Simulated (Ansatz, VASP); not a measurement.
Two plane-wave programs on Rh

The input POSCAR:

```
Rh
1.0
    0.0000000000      1.9008071574      1.9008071574
    1.9008071574      0.0000000000      1.9008071574
    1.9008071574      1.9008071574      0.0000000000
Rh
1
Direct
    0.0000000000      0.0000000000      0.0000000000
```

File INCAR.step1:

```
SYSTEM = Rh
ALGO = Normal
EDIFF = 1E-4
ENCUT = 520
GGA = PE
ISMEAR = 1
LASPH = .True.
LCHARG = .False.
LREAL = .False.
LWAVE = .True.
NBANDS = 14
NELM = 80
PREC = Accurate
SIGMA = 1.0
```

Contents of INCAR.step2:

```
SYSTEM = Rh
ALGO = Normal
EDIFF = 1E-6
ENCUT = 520
ISIF = 2
ISMEAR = 1
ISTART = 1
LASPH = .True.
LCHARG = .False.
LMIXTAU = .True.
LREAL = .False.
LWAVE = .False.
METAGGA = R2SCAN
NBANDS = 14
NELM = 80
PREC = Accurate
SIGMA = 1.0
```

The input KPOINTS:

```
k-points
0
Gamma
  14 14 14
  0 0 0
```

Input for Ansatz:

```yaml
crystal:
  lattice:
    - [0.0, 1.9008071574, 1.9008071574]
    - [1.9008071574, 0.0, 1.9008071574]
    - [1.9008071574, 1.9008071574, 0.0]
  atoms:
    - { symbol: Rh, position: [0.0, 0.0, 0.0] }
hamiltonian:
  xc: r2scan
  pseudopotentials:
    kind: paw
    azcp:
      Rh: "pseudopotentials/Rh.paw.azcp"
basis:
  ecutwfc: 500
  fft_grid_basis: typed
kpoints:
  mp_grid: { grid: [14, 14, 14], shift: [0, 0, 0] }
magnetization:
  spin_polarized: false
scf:
  occupations: { method: methfessel_paxton, width: 1.0 }
  lower_state_search: "off"
output:
  stress: true
```

Alike in both runs: task single point; functional r2SCAN; k mesh 14 × 14 × 14; occupations methfessel-paxton of order 1, width 1 eV; no spin polarisation.

|  | VASP | Ansatz |
| --- | --- | --- |
| version | VASP 6.6.1 | Ansatz 0.2.0 |
| potentials or method | VASP PAW PBE potentials, release 64 (Rh_pv), cutoff 520 eV | plane waves (500 eV) with PAW, scalar-relativistic |
| valence electrons in the cell | 15 | 17 |

VASP gave:

| Item | Value |
| --- | --- |
| pressure (GPa) | 1.7 |

**Question.** Which values does Ansatz return?

**Answer.** Pressure (GPa): 0.5.

VASP's potentials were made for PBE, not for r2SCAN. VASP's potentials hold 15 valence electrons a cell and Ansatz's 17, so a difference there can come from the potentials and not from the codes.
